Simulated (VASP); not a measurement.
The system is AlN.

```
CELL_PARAMETERS angstrom
0.00000 2.01887 2.09962
2.01887 0.00000 2.09962
2.01887 2.01887 0.00000
ATOMIC_POSITIONS crystal
Al 0.00000 0.00000 0.00000
N 0.50000 0.50000 0.50000
```

This cell differs from its parent crystal: uniaxial z strain +4.0%.

Base run:

- Program: VASP 6.6.1
- Functional: r2SCAN
- Potentials or basis: VASP PAW PBE potentials, release 64 (Al, N)
- Cutoff: 520 eV
- k mesh: 10 × 10 × 10
- Occupations: gaussian, width 0.01 eV
- Spin: no spin polarisation

Its results: band gap on the k mesh 4.85 eV, indirect (least direct gap 5.79 eV); pressure -10.1 GPa.

Q: The run is repeated on the same cell with these changes: functional from r2SCAN to PBE; k mesh from 10 × 10 × 10 to 6 × 6 × 6. What comes out?

A: Band gap on the k mesh 3.99 eV, indirect (least direct gap 4.98 eV); pressure -3.3 GPa.

Several settings changed at once, so the effect can't be laid on one alone.

Caveats: some runs use coarse meshes; the PAW data sets were made with another functional, which shifts forces and pressure a little (some runs).

A k mesh can miss the band edges.
